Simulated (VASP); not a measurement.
Runs of VASP 6.6.1 on SrO. The structure is that of space group P6_3/mmc (No. 194), or close to it. The cells are those of the table. 

```csv
cell,gap on the mesh (eV),pressure (GPa),largest force (eV/Å)
"a = 3.933, b = 3.933, c = 5.568 Å, angles 90.0, 90.0, 120.0°, 4 atoms",(b),7.2,0.02
"a = 4.275, b = 4.275, c = 4.743 Å, angles 90.0, 90.0, 120.0°, 4 atoms",2.20,(a),0.05
"a = 4.618, b = 4.618, c = 4.743 Å, angles 90.0, 90.0, 120.0°, 4 atoms",1.53,-3.3,0.05
"a = 3.933, b = 3.933, c = 4.743 Å, angles 90.0, 90.0, 120.0°, 4 atoms",2.86,25.4,0.04
"a = 3.933, b = 3.933, c = 5.156 Å, angles 90.0, 90.0, 120.0°, 4 atoms",2.76,13.1,-
```

Alike in all rows: task single point; level LDA; potentials or basis VASP PAW LDA potentials, release 64 (Sr_sv, O); no spin polarisation; k mesh 9 × 9 × 6; cutoff (eV) 520; smearing gaussian 0.05 eV.

**Question.** Fill in the values left out.

**Answer.** (a) 4.9; (b) 2.33.

Caveats: the stress differs along the axes, from -7 to 14 GPa (at least some runs); the stress differs along the axes, from -0 to 15 GPa (at least some runs); the stress differs along the axes, from -9 to 7 GPa (at least some runs); the cell stands under pressure (at least some runs); the stress differs along the axes, from 3 to 18 GPa (at least some runs).

A k mesh can miss the band edges, and the runs leave out spin-orbit coupling on Sr.
